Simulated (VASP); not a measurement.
Here is a VASP 6.6.1 calculation.

INCAR

```
PREC = Accurate
ENCUT = 520
EDIFF = 1E-7
ISMEAR = 1
SIGMA = 0.1
LREAL = F
LASPH = T
NELM = 100
ALGO = Normal
ISIF = 2
LWAVE = F
LCHARG = F
GGA = PE
NBANDS = 46
```

KPOINTS

```
Automatic mesh
0
Gamma
  3 3 3
```

File POSCAR:

```
Co4Si8H
1.0
    5.3602887400      0.0000000000      0.0000000000
    0.0000000000      5.3602887400      0.0000000000
    0.0000000000      0.0000000000      5.3602887400
Co Si H
4 8 1
Direct
   -0.0039405757     -0.0005139390     -0.0000209427
   -0.0326486820      0.4995065822      0.5000517922
    0.4864487785     -0.0004900098      0.4999974827
    0.4864324832      0.4995009452      0.0000359633
    0.2356354581      0.2512714989      0.7481753209
    0.2355816909      0.7476333716      0.2518271603
    0.7357062577      0.2385550035      0.2391043641
    0.7356882479      0.7604409530      0.7609874616
    0.2353199258      0.2513795745      0.2518760565
    0.2353906054      0.7476928010      0.7481719264
    0.7354042254      0.2385404899      0.7610412729
    0.7353963386      0.7604992669      0.2390803335
    0.6930711286      0.4995862036      0.5003685453
```

Potentials or basis: VASP PAW PBE potentials, release 64 (Co, Si, H).

Launch:

```console
$ cat potpaw_PBE.64/Co/POTCAR potpaw_PBE.64/Si/POTCAR potpaw_PBE.64/H/POTCAR > POTCAR
$ mpirun -np 1 vasp_std > vasp.out
```

Question: What does it give for the band gap on the k mesh?

Answer: Zero (an odd number of electrons rules out a gap without spin polarisation).

Question: Predict the largest force.

Answer: 0.071 eV/Å.

Question: What does it give for the pressure?

Answer: 2.9 GPa.

Forces in eV/Å, atoms in the order of the input:
```
Co   0.007  0.001  0.003
Co   0.071  0.000 -0.001
Co   0.000  0.000  0.000
Co   0.001 -0.001  0.001
Si   0.000  0.003 -0.001
Si   0.001 -0.001  0.002
Si  -0.014 -0.003 -0.004
Si  -0.015  0.004  0.003
Si   0.008  0.001  0.001
Si   0.006 -0.002 -0.001
Si  -0.007 -0.004  0.002
Si  -0.006  0.003 -0.004
H   -0.052 -0.001 -0.002
```

Caveat: the k points lie up to 0.39 Å⁻¹ apart, too coarse for converged energies and pressures of a metal; the run has no spin polarisation, though such a crystal can be magnetic. Spin polarisation is off, so any magnetic state and its effect on volume and gap are missing.
